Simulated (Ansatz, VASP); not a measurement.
## One calculation of CuO, two programs

```
CELL_PARAMETERS angstrom
-2.32650 1.70500 0.00000
-1.48520 -1.70500 -5.03824
-3.16780 -1.70500 5.03824
ATOMIC_POSITIONS crystal
Cu 0.00000 0.75000 0.75000
Cu 0.00000 0.25000 0.25000
Cu 0.50000 0.75000 0.25000
Cu 0.50000 0.25000 0.75000
O 0.91600 0.66700 0.41700
O 0.91600 0.16700 0.91700
O 0.08400 0.83300 0.08300
O 0.08400 0.33300 0.58300
```

Alike in both runs: task single point; functional PBE; k mesh 7 × 4 × 4; occupations fermi-dirac, width 0.03 eV; collinear spin; Hubbard terms Cu d U = 4.0 eV.

```csv
,VASP,Ansatz
version,VASP 6.6.1,Ansatz 0.2.0
potentials or method,"VASP PAW PBE potentials, release 64 (Cu, O), cutoff 520 eV","PAW, plane waves, scalar-relativistic"
valence electrons in the cell,68,100
```

|  | VASP | Ansatz | Ansatz less VASP |
| --- | --- | --- | --- |
| pressure (GPa) | 7.3 | 11.1 | +3.80 |
| traceless stress, the component that is largest in VASP (GPa) | 0.37 | 0.76 | +0.386 |
| rms of the force components (eV/Å) | 0.025 | 0.030 | +0.0046 |
| net moment per atom (μB) | 0.50 | 0.48 | -0.020 |
| size of the moment on the site where the two differ most (μB) | 0.66 | 0.61 | -0.052 |

Site moments also hang on the region over which each program counts them. The programs project onto different local orbitals, so the same U acts differently, and such runs can settle in different states. Atom by atom the forces differ by 0.005 eV/Å (rms over components). VASP's potentials hold 68 valence electrons a cell and Ansatz's 100, so a difference there can come from the potentials and not from the codes. Ansatz's warnings: filled band counts differ across k points.
